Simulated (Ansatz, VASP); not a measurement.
Two plane-wave programs on B

```
CELL_PARAMETERS angstrom
1.89387 0.00000 0.00000
0.00000 1.89387 0.00000
0.00000 0.00000 1.89387
ATOMIC_POSITIONS crystal
B 0.00000 0.00000 0.00000
```

Alike in both runs: functional RPBE; k mesh 16 × 16 × 16; occupations fermi-dirac, width 0.1 eV; no spin polarisation.

Ansatz relaxed the structure, and its values are those at the end. VASP's run is a single point on that final structure, the one shown.

|  | VASP | Ansatz |
| --- | --- | --- |
| version | VASP 6.6.1 | Ansatz 0.2.0 |
| potentials or method | VASP PAW PBE potentials, release 64 (B), cutoff 500 eV | plane waves (420 eV) with PAW, scalar-relativistic |
| valence electrons in the cell | 3 | 3 |

|  | VASP | Ansatz | Ansatz less VASP |
| --- | --- | --- | --- |
| pressure (GPa) | -0.1 | 0.0 | +0.06 |

VASP's potentials were made for PBE, not for RPBE.
